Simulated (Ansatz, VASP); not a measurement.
# Two plane-wave programs on LiF

The input INCAR:

```
SYSTEM = LiF
PREC     = Accurate       ! precision mode
ENCUT    = 520            ! plane-wave cutoff, eV
EDIFF    = 1E-7           ! SCF threshold, eV
ISMEAR   = 0              ! smearing method
SIGMA    = 0.05           ! smearing width, eV
LREAL    = .False.        ! projectors in reciprocal space
LASPH    = .True.         ! aspherical terms in the spheres
NELM     = 150            ! most SCF steps
ALGO     = Normal         ! electronic algorithm
ISIF     = 2              ! what is computed and relaxed
LWAVE    = .False.        ! write WAVECAR
LCHARG   = .False.        ! write CHGCAR
ISPIN    = 2              ! spin polarisation
MAGMOM   = 0.5 0.5        ! initial moments
LORBIT   = 11             ! projections on sites
GGA      = PE             ! functional
NBANDS   = 16             ! bands
```

Contents of KPOINTS:

```
Automatic mesh
0
Gamma
  1 1 18
  0 0 0
```

Contents of POSCAR:

```
LiF
1.0
    9.0000000000      0.0000000000      0.0000000000
    0.0000000000      9.3000000000      0.0000000000
    0.0000000000      0.0000000000      3.4089450198
Li F
1 1
Direct
    0.5000000000      0.5000000000      0.0000000000
    0.5000000000      0.5000000000      0.5000000000
```

Input for Ansatz:

```yaml
crystal:
  lattice:
    - [9.0, 0.0, 0.0]
    - [0.0, 9.3, 0.0]
    - [0.0, 0.0, 3.4089450198]
  atoms:
    - { symbol: Li, position: [0.5, 0.5, 0.0], spin: 0.5 }
    - { symbol: F, position: [0.5, 0.5, 0.5], spin: 0.5 }
basis:
  ecutwfc: 420
kpoints:
  mp_grid: { grid: [1, 1, 18] }
hamiltonian:
  xc: pbe
scf:
  occupations: { method: gaussian, width: 0.05 }
  eigensolver: { kind: davidson }
output:
  forces: true
  eigenvalues: true
  stress: true
magnetization:
  spin_polarized: true
```

Alike in both runs: task single point; functional PBE; k mesh 1 × 1 × 18; occupations gaussian, width 0.05 eV; collinear spin.

```csv
,VASP,Ansatz
version,VASP 6.6.1,Ansatz 0.2.0
potentials or method,"VASP PAW PBE potentials, release 64 (Li_sv, F), cutoff 520 eV","scalar-relativistic, plane waves, PAW"
valence electrons in the cell,10,10
```

```csv
,VASP,Ansatz,Ansatz less VASP
gap on the k mesh at the Fermi level (eV),6.51,6.51,+0.003
net moment per atom (μB),0.00,0.00,0.000
```

Ansatz's warnings: seeded moment not kept.

Noted on VASP's run: the cutoff is under 1.25 times that of the potentials, so the pressure is a little rough.
